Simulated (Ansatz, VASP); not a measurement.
## Two plane-wave programs on AlRu

```
Ru Al
1.0
     3.00000    0.00000    0.00000
     0.00000    3.00000    0.00000
     0.00000    0.00000    3.00000
Ru Al
1 1
Direct
  0.01155 0.01155 0.01155
  0.50000 0.50000 0.50000
```

Alike in both runs: task single point; functional PBE; k mesh 4 × 4 × 4; occupations fermi-dirac, width 0.1 eV; no spin polarisation.

|  | VASP | Ansatz |
| --- | --- | --- |
| version | VASP 6.6.1 | Ansatz 0.2.0 development build |
| potentials or method | VASP PAW PBE potentials, release 64 (Ru_pv, Al) | plane waves, PAW datasets (generated hard set |
| plane-wave cutoff (eV) | 520 | 700 |
| valence electrons in the cell | 17 | 27 |

VASP gave:

```
rms of the force components (eV/Å) : 0.259
```

Problem. What did Ansatz give for the same quantities?

Solution. rms of the force components (eV/Å): 0.258.

Atom by atom the forces differ by 0.002 eV/Å (rms over components). The functional is the same, so the differences come from potentials, cutoffs and numerics. VASP's potentials hold 17 valence electrons a cell and Ansatz's 27, so a difference there can come from the potentials and not from the codes. Ansatz's warnings: cutoff auto derived.

The k mesh is coarse, so the values compare programs but aren't converged.
